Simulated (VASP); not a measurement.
Crystal: Tm2I3.

```
Tm I
1.0
     4.51607    0.00000    0.00000
     0.00000    4.51607    0.00000
     0.00000    0.00000   14.02698
Tm I
2 3
Direct
  0.00000 0.00000 0.00000
  0.50000 0.50000 0.00000
  0.50000 0.50000 0.80112
  0.50000 0.50000 0.19888
  0.50000 0.50000 0.50000
```

Base run:

* Program: VASP 6.6.1
* Functional: PBEsol
* Potentials or basis: VASP PAW PBE potentials, release 64 (Tm_3, I), 4f in core
* Cutoff: 500 eV
* k mesh: 8 × 8 × 4
* Occupations: tetrahedron
* Spin: no spin polarisation

Its results: band gap on the k mesh zero (an odd number of electrons rules out a gap without spin polarisation); pressure -0.8 GPa; largest force 0.198 eV/Å.

The run is repeated on the same cell with these changes: functional from PBEsol to PBE; occupations from tetrahedron to gaussian, width 0.1 eV. What comes out?

Band gap on the k mesh zero (an odd number of electrons rules out a gap without spin polarisation); pressure 0.1 GPa; largest force 0.046 eV/Å.

Caveats: spin-orbit coupling is left out, which moves the levels of the heavy elements; this functional lacks dispersion, which binds the layers, so the pressure and a relaxed spacing across them are unreliable; the 4f electrons are frozen in the core, so they carry no moment and show no levels; an odd number of electrons without spin polarisation forces a metal; a magnetic or distorted state may lie lower; the run has no spin polarisation, though such a crystal can be magnetic; the PAW data sets were made with another functional, which shifts forces and pressure a little (at least some runs).
